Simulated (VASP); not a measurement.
# P (Pm-3m) in VASP: a series of runs

P is run at these levels: PBEsol; tasks: single point, relaxation of cell and atoms.

Program: VASP 6.6.1. These are calculated values, not measurements. Logs are shortened: lines on timing, memory, paths and dates and some standing lists are left out, and cuts for length are marked.

## 1. The cell of the first run

The structure is cubic, space group Pm-3m (No. 221). Conventional cell: a = 2.356 Å, b = 2.356 Å, c = 2.356 Å, α = 90.00°, β = 90.00°, γ = 90.00°. Within 3.1 Å of P (site symmetry m-3m) lie 6 P at 2.36 Å.

## 2. Single point, PBEsol

Contents of INCAR:

```
SYSTEM = P
PREC = Accurate
ENCUT = 500
EDIFF = 1E-6
ISMEAR = 0
SIGMA = 0.1
LREAL = .FALSE.
LASPH = .TRUE.
NELM = 120
ALGO = Normal
ISIF = 2
LWAVE = .FALSE.
LCHARG = .FALSE.
GGA = PS
NBANDS = 8
GGA_COMPAT = .FALSE.
```

Contents of KPOINTS:

```
regular mesh
0
G
  8 8 8
  0 0 0
```

Contents of POSCAR:

```
P
1.0
    2.3555630955      0.0000000000      0.0000000000
    0.0000000000      2.3555630955      0.0000000000
    0.0000000000      0.0000000000      2.3555630955
P
1
Direct
    0.0000000000      0.0000000000      0.0000000000
```

Potentials or basis: VASP PAW PBE potentials, release 64 (P).

Started as:

```sh
$ cat potpaw_PBE.64/P/POTCAR > POTCAR
$ mpirun -np 1 vasp_std > vasp.out
```

OUTCAR:

```text
SYSTEM = P
   PREC = Accurate
   ENCUT = 500
   EDIFF = 1E-6
   ISMEAR = 0
   LREAL = .FALSE.
   LASPH = .TRUE.
   NELM = 120
   ISIF = 2
   GGA = PS

 ion  position               nearest neighbor table
   1  0.000  0.000  0.000-

  LATTYP: Found a simple cubic cell.
 ALAT       =     2.3555630955

  Lattice vectors:

 A1 = (   2.3555630955,   0.0000000000,   0.0000000000)
 A2 = (   0.0000000000,   2.3555630955,   0.0000000000)
 A3 = (   0.0000000000,   0.0000000000,   2.3555630955)

Analysis of symmetry for initial positions (statically):
=====================================================================
 Subroutine PRICEL returns:
 Original cell was already a primitive cell.

 Routine SETGRP: Setting up the symmetry group for a
 simple cubic supercell.

 Subroutine GETGRP returns: Found 48 space group operations
 (whereof 48 operations were pure point group operations)
 out of a pool of 48 trial point group operations.

The static configuration has the point symmetry O_h .

Analysis of symmetry for dynamics (positions and initial velocities):
=====================================================================
 Subroutine PRICEL returns:
 Original cell was already a primitive cell.

 Routine SETGRP: Setting up the symmetry group for a
 simple cubic supercell.

 Subroutine GETGRP returns: Found 48 space group operations
 (whereof 48 operations were pure point group operations)
 out of a pool of 48 trial point group operations.

The dynamic configuration has the point symmetry O_h .

 Subroutine INISYM returns: Found 48 space group operations
 (whereof 48 operations are pure point group operations),
 and found     1 'primitive' translations

----------------------------------------------------------------------------------------

                                     Primitive cell

  volume of cell :      13.0703

  direct lattice vectors                    reciprocal lattice vectors
     2.355563095  0.000000000  0.000000000     0.424526943  0.000000000  0.000000000
     0.000000000  2.355563095  0.000000000     0.000000000  0.424526943  0.000000000
     0.000000000  0.000000000  2.355563095     0.000000000  0.000000000  0.424526943

  length of vectors
     2.355563095  2.355563095  2.355563095     0.424526943  0.424526943  0.424526943

[... 72 lines left out ...]
   ISPIN  =      1    spin polarized calculation?
   LNONCOLLINEAR =      F non collinear calculations
   LSORBIT =      F    spin-orbit coupling
   LASPH  =      T    aspherical Exc in radial PAW
   ENCUT  =  500.0 eV  36.75 Ry    6.06 a.u.   4.29  4.29  4.29*2*pi/ulx,y,z
   NELM   =    120;   NELMIN=  2; NELMDL= -5     # of ELM steps
   EDIFF  = 0.1E-05   stopping-criterion for ELM
   LREAL  =      F    real-space projection
   EDIFFG = 0.1E-04   stopping-criterion for IOM
   NSW    =      0    number of steps for IOM
   IBRION =     -1    ionic relax: 0-MD 1-quasi-New 2-CG
   NFREE  =      0    steps in history (QN), initial steepest desc. (CG)
   ISIF   =      2    stress and relaxation
   ISYM   =      2    0-nonsym 1-usesym 2-fastsym
   POTIM  = 0.5000    time-step for ionic-motion
   TEBEG  =    0.0;   TEEND  =   0.0 temperature during run
   PSTRESS=    0.0 pullay stress
   NELECT =       5.0000    total number of electrons
   NUPDOWN=      -1.0000    fix difference up-down
   EMIN   =  10.00;   EMAX   =-10.00  energy-range for DOS
   EFERMI =   0.00;   METHOD = LEGACY
   ISMEAR =     0;   SIGMA  =   0.10  broadening in eV -4-tet -1-fermi 0-gaus
   EFERMI_NEDOS =   21; number of points for ismear=-14 and -15
   IALGO  =     38    algorithm
   IMIX   =      4    mixing-type and parameters
     AMIX     =   0.40;   BMIX     =  1.00
     AMIX_MAG =   1.60;   BMIX_MAG =  1.00
  volume/ion in A,a.u.               =      13.07        88.20
  Fermi-wavevector in a.u.,A,eV,Ry     =   1.188420  2.245789 19.216093  1.412343
  Thomas-Fermi vector in A             =   2.324550
   LORBIT       =      0    0 simple, 1 ext, 2 COOP (PROOUT), +10 PAW based schemes
   GGA     = PS    functional components
   LHFCALC =     F    Hartree Fock is set to
   AEXX    =    0.0000 exact exchange contribution
   IVDW    =     0    specifies the selected vdW correction
   LEPSILON=     F    determine dielectric tensor
   LRPA    =     F    only Hartree local field effects (RPA)
 non-spin polarized calculation
 Gauss-broadening in eV      SIGMA  =   0.10
  energy-cutoff  :      500.00
  volume of cell :       13.07
 maximum number of plane-waves:       342
 NGX is ok and might be reduce to    18
   NGX =  9   NGY =  9   NGZ =  9

 number of electron       5.0000002 magnetization

 Free energy of the ion-electron system (eV)
  ---------------------------------------------------
  ext. energy  EPLUGINS =         0.00000000
  ---------------------------------------------------
  free energy    TOTEN  =        -5.70200654 eV

  energy without entropy =       -5.69637421  energy(sigma->0) =       -5.69919037

 E-fermi :  11.1076     XC(G=0): -11.8505

 val. band max:       11.0895527241   @ k =   0.3750   0.2500   0.1250
 cond. band min:      11.3864514450   @ k =   0.5000   0.5000   0.0000
 fundamental gap:      0.2968987209
 Fermi energy:        11.1075933666

 k-point     1 :       0.0000    0.0000    0.0000
  band No.  band energies     occupation
      1      -6.4667      2.00000
      2      16.8181      0.00000
      3      16.8181      0.00000
      4      16.8181      0.00000
      5      17.8812      0.00000
      6      17.8812      0.00000
      7      26.6125      0.00000
      8      37.1949      0.00000
[... 243 lines left out ...]
 k-point    24 :       0.5000    0.3750    0.1250
  band No.  band energies     occupation
      1       2.2642      2.00000
      2       4.7289      2.00000
      3       8.3321      2.00000
      4      13.5224      0.00000
      5      19.7546      0.00000
      6      24.5112      0.00000
      7      26.9435      0.00000
      8      31.7202      0.00000

 [... further k-points ...]
[... 5 lines left out ...]
  --------------------------------------------------------------------------------------
  -------------------------------------------------------------------------------------
  Total        1.0666804      1.0666804      1.0666804     -0.0000000      0.0000000     -0.0000000
  in kB      130.7557102    130.7557102    130.7557102     -0.0000000      0.0000000     -0.0000000
  external PRESSURE =     130.7557102 kB  Pullay stress =       0.0000000 kB

 VOLUME and BASIS-vectors are now :
 -----------------------------------------------------------------------------
  energy-cutoff  :      500.00
  volume of cell :       13.07
      direct lattice vectors                 reciprocal lattice vectors
     2.355563095  0.000000000  0.000000000     0.424526943  0.000000000  0.000000000
     0.000000000  2.355563095  0.000000000     0.000000000  0.424526943  0.000000000
     0.000000000  0.000000000  2.355563095     0.000000000  0.000000000  0.424526943

 POSITION                                       TOTAL-FORCE (eV/Angst)
 -----------------------------------------------------------------------------------
      0.00000      0.00000      0.00000         0.000000      0.000000      0.000000
 -----------------------------------------------------------------------------------
    total drift:                                0.000000      0.000000      0.000000

  FREE ENERGIE OF THE ION-ELECTRON SYSTEM (eV)
  ---------------------------------------------------
  free  energy   TOTEN  =        -5.7020065365 eV

  energy  without entropy=       -5.6963742083  energy(sigma->0) =       -5.69919037
```

OSZICAR:

```text
N       E                     dE             d eps       ncg     rms          rms(c)
DAV:   1     0.180172891429E+00    0.18017E+00   -0.21482E+03   592   0.439E+02
DAV:   2    -0.567416876754E+01   -0.58543E+01   -0.55472E+01   816   0.501E+01
DAV:   3    -0.571837595400E+01   -0.44207E-01   -0.44207E-01   600   0.496E+00
DAV:   4    -0.571842899935E+01   -0.53045E-04   -0.53044E-04   896   0.181E-01
DAV:   5    -0.571842903588E+01   -0.36528E-07   -0.37111E-07   608   0.275E-03    0.554E+00
DAV:   6    -0.570793142136E+01    0.10498E-01   -0.14419E-03   688   0.238E-01    0.328E+00
DAV:   7    -0.570198465394E+01    0.59468E-02   -0.28164E-03   568   0.373E-01    0.822E-02
DAV:   8    -0.570200435916E+01   -0.19705E-04   -0.47556E-05   760   0.624E-02    0.192E-02
DAV:   9    -0.570200640755E+01   -0.20484E-05   -0.20561E-06   656   0.117E-02    0.203E-03
DAV:  10    -0.570200653654E+01   -0.12899E-06   -0.11943E-07   408   0.205E-03
   1 F= -.57020065E+01 E0= -.56991904E+01  d E =-.563233E-02
```

stdout:

```text
POSCAR found type information on POSCAR P
 POSCAR found :  1 types and       1 ions
 scaLAPACK will be used
 -----------------------------------------------------------------------------
|                                                                             |
|                                                                             |
|     You enforced a specific xc type in the INCAR file but a different       |
|     I HOPE YOU KNOW WHAT YOU ARE DOING!                                     |
|                                                                             |
 -----------------------------------------------------------------------------

 LDA part: xc-table for (Slater+PW92), standard interpolation
 POSCAR, INCAR and KPOINTS ok, starting setup
 FFT: planning ... GRIDC
 FFT: planning ... GRID_SOFT
 FFT: planning ... GRID
 WAVECAR not read
 entering main loop
```

Wall time 2.1 s (1 thread of Intel Xeon Platinum 8488C (Sapphire Rapids), shared host); peak memory 0.11 GiB.

Results:

| Item | Value |
| --- | --- |
| Free energy | -5.7020 eV |
| Pressure | 13.1 GPa |

Levels at points of the mesh, in eV from the Fermi level:
| k point | band 1 | band 2 | band 3 | band 4 | band 5 | band 6 |
| --- | --- | --- | --- | --- | --- | --- |
| (0.00, 0.00, 0.00) | -17.57 | 5.71 | 5.71 | 5.71 | 6.77 | 6.77 |
| (0.50, 0.00, 0.00) | -12.65 | -9.60 | 9.03 | 9.03 | 9.61 | 14.92 |
| (0.50, 0.50, 0.00) | -7.24 | -5.73 | -5.73 | 0.28 | 12.13 | 17.76 |
| (0.50, 0.50, 0.50) | -2.19 | -2.19 | -2.19 | -0.21 | 4.35 | 4.35 |

Caveat: the PAW data sets were made with another functional, which shifts forces and pressure a little.

## 3. Single point, PBEsol

This run uses another cell than the first one, of 16.75 Å³/atom, 1.281 times its volume.

Contents of INCAR:

```
PREC = Accurate
ENCUT = 500
EDIFF = 1E-6
ISMEAR = 0
SIGMA = 0.1
LREAL = F
LASPH = T
NELM = 120
ALGO = Normal
ISIF = 2
LWAVE = F
LCHARG = T
GGA = PS
LELF = T
LVHAR = T
NBANDS = 8
GGA_COMPAT = F
```

Contents of KPOINTS:

```
regular mesh
0
Gamma
  8 8 8
```

Contents of POSCAR:

```
P
1.0
    2.5585688000      0.0000000000      0.0000000000
    0.0000000000      2.5585688000      0.0000000000
    0.0000000000      0.0000000000      2.5585688000
P
1
Direct
    0.0000000000      0.0000000000      0.0000000000
```

Potentials or basis: VASP PAW PBE potentials, release 64 (P).

Started as:

```sh
$ cat potpaw_PBE.64/P/POTCAR > POTCAR
$ mpirun -np 1 vasp_std > vasp.out
```

Run time: 2.4 s. Hardware: 1 thread of Intel Xeon Platinum 8488C (Sapphire Rapids), shared host; peak memory 0.11 GiB.

It converged, with:

| Quantity | Value |
| --- | --- |
| Free energy | -5.6081 eV |
| Pressure | -14.5 GPa |

Levels at points of the mesh, in eV from the Fermi level:
| k point | band 1 | band 2 | band 3 | band 4 | band 5 | band 6 | band 7 | band 8 |
| --- | --- | --- | --- | --- | --- | --- | --- | --- |
| (0.00, 0.00, 0.00) | -15.06 | 4.39 | 4.39 | 4.39 | 7.11 | 7.11 | 12.57 | 22.86 |
| (0.50, 0.00, 0.00) | -11.40 | -7.45 | 6.68 | 6.68 | 9.43 | 13.91 | 13.91 | 15.50 |
| (0.50, 0.50, 0.00) | -7.52 | -4.52 | -4.52 | 1.78 | 8.76 | 15.70 | 16.18 | 16.18 |
| (0.50, 0.50, 0.50) | -2.97 | -1.89 | -1.89 | -1.89 | 5.16 | 5.16 | 5.16 | 10.81 |

Caveat: the PAW data sets were made with another functional, which shifts forces and pressure a little.

[end of part 1 of 2]
